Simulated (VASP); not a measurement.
LiF: single point with r2SCAN

LiF:

```
Li F
1.0
     2.55953    0.00000    0.00000
     0.00000    2.55953    0.00000
     0.00000    0.00000    2.55953
Li F
1 1
Direct
  0.00000 0.00000 0.00000
  0.50000 0.50000 0.60256
```

This cell differs from its parent crystal: all F atoms moved +0.263 Å, as atom 2 along Cartesian [0 0 1].

| Property | Result |
| --- | --- |
| Program | VASP 6.6.1 |
| Task | single point |
| Functional | r2SCAN |
| Potentials or basis | VASP PAW PBE potentials, release 64 (Li_sv, F) |
| Cutoff | 520 eV |
| k mesh | 10 × 10 × 10 |
| Occupations | gaussian, width 0.05 eV |
| Spin | no spin polarisation |

```json
{
  "Largest force": "0.097 eV/Å",
  "Band gap on the k mesh": "8.55 eV (least direct gap 9.19 eV)"
}
```

Forces on the atoms (eV/Å):
```
Li   0.000  0.000 -0.097
F    0.000  0.000  0.097
```

Levels at points of the mesh, in eV from the valence-band top:
```
           k point  band 3  band 4  band 5  band 6  band 7  band 8
(0.00, 0.00, 0.00)   -0.75   -0.75   -0.64    8.55   19.31   19.88
(0.50, 0.00, 0.00)   -3.67   -0.34   -0.29   10.33   14.98   21.91
(0.00, 0.00, 0.50)   -3.68   -0.36   -0.36   10.09   15.69   22.20
(0.50, 0.50, 0.00)   -3.34   -3.34    0.00   14.69   15.07   15.07
(0.00, 0.50, 0.50)   -3.24   -3.21   -0.06   12.69   15.05   17.15
(0.50, 0.50, 0.50)   -2.40   -2.40   -2.27   12.28   12.48   12.48
```

Run time: 40 s on 1 thread of AMD EPYC 9R45 (Zen 5), with other jobs on the host, peak memory 0.1 GiB.

Caveat: the cell differs from its parent crystal (all F atoms moved +0.263 Å, as atom 2 along Cartesian [0 0 1]); the PAW data sets were made with another functional, which shifts forces and pressure a little. A k mesh can miss the band edges.
